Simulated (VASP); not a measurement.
Wanted: the native input for a VASP 6.6.1 run.

```yaml
Task: relaxation of cell and atoms
Functional: PBE
Potentials_or_basis: VASP PAW PBE potentials, release 64 (Ho_3, N), 4f in core
Cutoff: 600 eV
k_mesh: 5 × 5 × 5
Occupations: gaussian, width 0.2 eV
Spin: no spin polarisation
Dipole_correction: no
Further_INCAR_settings: ALGO = Normal; EDIFF = 1e-07; IBRION = 2; EDIFFG = -0.08; NSW = 36; ISIF = 3
```

The structure of Ho3N lies in POSCAR:

```
Ho3N
1.0
    0.0000000000      3.5733679600      3.5733679600
    3.5733679600      0.0000000000      3.5733679600
    3.5733679600      3.5733679600      0.0000000000
Ho N
3 1
Direct
    0.2500000000      0.2500000000      0.2500000000
    0.0000000000      0.0000000000      0.0000000000
    0.7500000000      0.7500000000      0.7500000000
    0.5000000000      0.5000000000      0.5000000000
```

The cell was generated, and may not be a known phase.

These files were run (other wordings do the same):

INCAR

```
SYSTEM = Ho3N
PREC = Accurate ; ENCUT = 600
EDIFF = 1E-7 ; ISMEAR = 0
SIGMA = 0.2 ; LREAL = .False.
LASPH = .True. ; NELM = 200
ALGO = Normal ; ISIF = 3
LWAVE = .False. ; LCHARG = .False.
GGA = PE ; IBRION = 2
NSW = 36 ; EDIFFG = -0.08
GGA_COMPAT = .False. ; NELMIN = 4
LMAXMIX = 6
```

KPOINTS

```
Automatic mesh
0
Gamma
  5 5 5
  0 0 0
```

Potentials or basis: VASP PAW PBE potentials, release 64 (Ho_3, N), 4f in core.

The run is started by

```sh
$ cat potpaw_PBE.64/Ho_3/POTCAR potpaw_PBE.64/N/POTCAR > POTCAR
$ mpirun -np 1 vasp_std > vasp.out
```

It gave:

```
Pressure after relaxing : 0.2 GPa
Band gap on the k mesh  : zero (bands 16 and 17 overlap by 0.25 eV)
```

Caveat: the relaxation stopped at its first step, so nothing moved; spin-orbit coupling is left out, which moves the levels of the heavy elements; the 4f electrons are frozen in the core, so they carry no moment and show no levels; the run has no spin polarisation, though such a crystal can be magnetic.

Wall time 21 s on 1 thread of Intel(R) Xeon(R) 6975P-C (Granite Rapids), on a shared host, peak memory 0.24 GiB.
